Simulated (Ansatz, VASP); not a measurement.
Two plane-wave programs on Ru

File INCAR:

```
  ALGO = Normal
  EDIFF = 1E-6
  ENCUT = 520
  ISIF = 2
  ISMEAR = 1
  LASPH = True
  LCHARG = False
  LREAL = False
  LWAVE = False
  NBANDS = 21
  NELM = 100
  PREC = Accurate
  SIGMA = 0.01
```

The input KPOINTS:

```
k-points
0
Gamma
  13 13 8
```

The input POSCAR:

```
Ru
1.0
    2.6775346364      0.0000000000      0.0000000000
   -1.3387673182      2.3188130146      0.0000000000
    0.0000000000      0.0000000000      4.2181251212
Ru
2
Direct
    0.3333333333      0.6666666667      0.2500000000
    0.6666666667      0.3333333333      0.7500000000
```

Input for Ansatz:

```yaml
crystal:
  lattice:
    - [2.6775346364, 0.0, 0.0]
    - [-1.3387673182, 2.3188130146, 0.0]
    - [0.0, 0.0, 4.2181251212]
  atoms:
    - { symbol: Ru, position: [0.3333333333, 0.6666666667, 0.25] }
    - { symbol: Ru, position: [0.6666666667, 0.3333333333, 0.75] }
hamiltonian:
  xc: lda
  pseudopotentials:
    kind: paw
    azcp:
      Ru: "pseudopotentials/Ru.paw.azcp"
basis:
  ecutwfc: 420
  fft_grid_basis: typed
kpoints:
  mp_grid: { grid: [13, 13, 8], shift: [0, 0, 0] }
magnetization:
  spin_polarized: false
scf:
  occupations: { method: cold, width: 0.01 }
  lower_state_search: "off"
output:
  stress: true
```

Alike in both runs: task single point; functional LDA; k mesh 13 × 13 × 8; no spin polarisation.

|  | VASP | Ansatz |
| --- | --- | --- |
| version | VASP 6.6.1 | Ansatz 0.2.0 |
| potentials or method | VASP PAW LDA potentials, release 64 (Ru_pv), cutoff 520 eV | plane waves (420 eV) with PAW, scalar-relativistic |
| occupations | methfessel-paxton of order 1, width 0.01 eV | cold, width 0.01 eV |
| valence electrons in the cell | 28 | 32 |

Ansatz gave:

| Quantity | Value |
| --- | --- |
| pressure (GPa) | -0.2 |
| traceless stress, the component that is largest in VASP (GPa) | -0.47 |

Task: Estimate VASP's values.

Result: Pressure (GPa): 0.7; traceless stress, the component that is largest in VASP (GPa): -0.42.

Ansatz warns that its potentials were made for another functional, while VASP's fit it. LDA's correlation is that of Perdew and Zunger in VASP and of Perdew and Wang (1992) in Ansatz. VASP's potentials hold 28 valence electrons a cell and Ansatz's 32, so a difference there can come from the potentials and not from the codes.
